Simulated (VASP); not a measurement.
Crystal: W.

```
CELL_PARAMETERS angstrom
3.16000 0.00000 0.00000
0.00000 3.16000 0.00000
0.00000 0.00000 3.16000
ATOMIC_POSITIONS crystal
W 0.00000 0.00000 0.00000
W 0.50000 0.50000 0.50000
```

| Property | Result |
| --- | --- |
| Program | VASP 6.6.1 |
| Task | relaxation of volume and atoms at fixed shape |
| Functional | PBE |
| Potentials or basis | VASP PAW PBE potentials, release 64 (W_sv) |
| Cutoff | 500 eV |
| k mesh | 7 × 7 × 7 |
| Occupations | fermi-dirac, width 0.05 eV |
| Spin | no spin polarisation |

At the start: pressure 8.4 GPa; volume 15.78 Å³/atom.

How do energy, volume and symmetry change on relaxing?

Over 4 steps the energy falls by 10.8 meV/atom and the volume is 16.20 Å³/atom (+2.7 %); space group Im-3m (No. 229, to 0.1 Å) before and after.

The path:
| step | energy change (eV) | largest force (eV/Å) | pressure (GPa) | volume (Å³) |
| --- | --- | --- | --- | --- |
| 1 | 0.0000 | 0.0000 | 8.43 | 31.55 |
| 2 | 0.2201 | 0.0000 | -23.00 | 35.50 |
| 3 | -0.0216 | 0.0000 | -0.29 | 32.43 |
| 4 | -0.0216 | 0.0000 | -0.01 | 32.40 |

Final structure:
```
W
1.0
     3.18784    0.00000    0.00000
     0.00000    3.18784    0.00000
     0.00000    0.00000    3.18784
W
2
Direct
  0.00000 0.00000 0.00000
  0.50000 0.50000 0.50000
```
